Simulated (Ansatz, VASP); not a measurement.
## Two plane-wave programs on MoS2

```xyz
6
Lattice="3.1730 0.0000 0.0000 -1.5865 2.7479 0.0000 0.0000 0.0000 12.4359" Properties=species:S:1:pos:R:3 pbc="T T T"
Mo    0.0000    1.8319    3.1090
Mo    1.5865    0.9160    9.3269
S     0.0000    1.8319    7.7712
S     1.5865    0.9160    1.5533
S     0.0000    1.8319   10.8827
S     1.5865    0.9160    4.6647
```

Alike in both runs: task single point; functional r2SCAN; k mesh 6 × 6 × 2; no spin polarisation.

```csv
,VASP,Ansatz
version,VASP 6.6.1,Ansatz 0.2.0
potentials or method,"VASP PAW PBE potentials, release 64 (Mo_sv, S)","plane waves, PAW"
plane-wave cutoff (eV),520,500
occupations,"gaussian, width 0.01 eV",fixed
valence electrons in the cell,52,52
```

```tsv
	VASP	Ansatz	Ansatz less VASP
gap on the k mesh at the Fermi level (eV)	1.06	1.04	-0.011
pressure (GPa)	1.2	1.2	-0.05
traceless stress, the component that is largest in VASP (GPa)	-0.14	-0.08	+0.059
rms of the force components (eV/Å)	0.022	0.024	+0.0019
```

VASP's potentials were made for PBE, not for r2SCAN. Atom by atom the forces differ by 0.002 eV/Å (rms over components).
